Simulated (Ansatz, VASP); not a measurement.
## Two plane-wave programs on LiH

```
Li H
1.0
     0.00000    2.14512    2.15306
     2.14512    0.00000    2.15306
     2.14512    2.14512    0.00000
Li H
1 1
Cartesian
  0.0000 0.0000 0.0000
  1.0726 1.0726 1.0765
```

Change from the starting cell: uniaxial_z strain +0.4%.

Alike in both runs: task single point; functional HSE06; k mesh 8 × 8 × 8; no spin polarisation.

|  | VASP | Ansatz |
| --- | --- | --- |
| version | VASP 6.6.1 | Ansatz 0.2.0 |
| potentials or method | VASP PAW PBE potentials, release 64 (Li_sv, H) | plane waves, PAW |
| plane-wave cutoff (eV) | 520 | 420 |
| occupations | gaussian, width 0.01 eV | fixed |
| valence electrons in the cell | 4 | 4 |

|  | VASP | Ansatz | Ansatz less VASP |
| --- | --- | --- | --- |
| gap on the k mesh at the Fermi level (eV) | 5.23 | 5.23 | 0.000 |

Ansatz's warnings: stress exchange threshold loose, stress scf threshold loose.

Noted on VASP's run: the cutoff is short for stress, so the pressure is rough.
